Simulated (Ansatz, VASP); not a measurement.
## KCl in VASP and in Ansatz

```
K Cl
1.0
     0.00000    3.14647    3.14647
     3.14647    0.00000    3.14647
     3.14647    3.14647    0.00000
K Cl
1 1
Direct
  0.00000 0.00000 0.00000
  0.50000 0.50000 0.50000
```

Alike in both runs: functional r2SCAN; k mesh 6 × 6 × 6; occupations gaussian, width 0.02 eV; no spin polarisation.

Ansatz relaxed the structure, and its values are those at the end. VASP's run is a single point on that final structure, the one shown.

```csv
,VASP,Ansatz
version,VASP 6.6.1,Ansatz 0.2.0
potentials or method,"VASP PAW PBE potentials, release 64 (K_sv, Cl), cutoff 520 eV","scalar-relativistic, plane waves, PAW"
valence electrons in the cell,16,16
```

|  | VASP | Ansatz | Ansatz less VASP |
| --- | --- | --- | --- |
| gap on the k mesh at the Fermi level (eV) | 5.83 | 5.83 | -0.004 |
| least direct gap on the mesh (eV) | 5.83 | 5.83 | -0.004 |
| pressure (GPa) | 0.0 | 0.0 | +0.03 |

VASP's potentials were made for PBE, not for r2SCAN.
